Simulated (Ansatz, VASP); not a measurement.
# One calculation of Mg3Te, two programs

```
Te Mg
1.0
    -2.13936    2.13936    5.28249
     2.13936   -2.13936    5.28249
     2.13936    2.13936   -5.28249
Te Mg
1 3
Direct
  0.00000 0.00000 0.00000
  0.25000 0.75000 0.50000
  0.75000 0.25000 0.50000
  0.50000 0.50000 0.00000
```

Alike in both runs: functional PBEsol; k mesh 7 × 7 × 7; occupations fermi-dirac, width 0.05 eV; non-collinear spin, spin-orbit coupling.

```csv
,VASP,Ansatz
version,VASP 6.6.1,Ansatz 0.2.0
potentials or method,"VASP PAW PBE potentials, release 64 (Te, Mg), cutoff 520 eV","all-electron LAPW, relativistic spinors"
task,single point,band structure
```

Ansatz gave:

```
pressure (GPa)           : -1.0
net moment per atom (μB) : 0.00
```

**Question.** Estimate VASP's values.

**Answer.** Pressure (GPa): -1.1; net moment per atom (μB): 0.00.

VASP's potentials were made for PBE, not for PBEsol. Ansatz ran all-electron here, and VASP with PAW potentials.

Noted on Ansatz's run: the k mesh is thin for a metal, which can move the energy by tens of meV per atom.
